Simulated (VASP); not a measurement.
## SiGe4: single point with PBE

Slab: SiGe4, a slab with vacuum.

```xyz
5
Lattice="4.0741 0.0000 0.0000 -2.0370 3.5282 0.0000 0.0000 0.0000 19.7403" Properties=species:S:1:pos:R:3 pbc="T T T"
Ge    0.0000    2.3522    4.0000
Ge    0.0000    0.0000    4.8316
Ge    0.0000    0.0000    7.4856
Ge    2.0370    1.1761    8.2403
Si    2.0370    4.3123    9.9992
```

```json
{"Program": "VASP 6.6.1", "Task": "single point", "Functional": "PBE", "Potentials or basis": "VASP PAW PBE potentials, release 64 (Ge_d, Si)", "Cutoff": "520 eV", "k mesh": "9 × 9 × 1", "Occupations": "gaussian, width 0.1 eV", "Spin": "no spin polarisation"}
```

The largest force is 1.249 eV/Å and the band gap on the k mesh is zero (band 30 reaches -0.62 eV, above the bottom of band 31 at -1.13 eV).

Forces in eV/Å, atoms in the order of the input:
```
Ge   0.000  0.037  0.123
Ge   0.000  0.059 -0.123
Ge   0.000 -0.384 -1.189
Ge   0.000  0.349  1.190
Si   0.000 -0.061 -0.001
```

Levels at points of the mesh, in eV from the Fermi level:
```tsv
k point	band 28	band 29	band 30	band 31	band 32	band 33
(0.00, 0.00, 0.00)	-0.77	-0.04	0.04	1.02	1.17	1.92
```

Wall time 9.1 min on 1 thread of Intel Xeon 6975P-C, with other jobs on the host, peak memory 0.49 GiB.
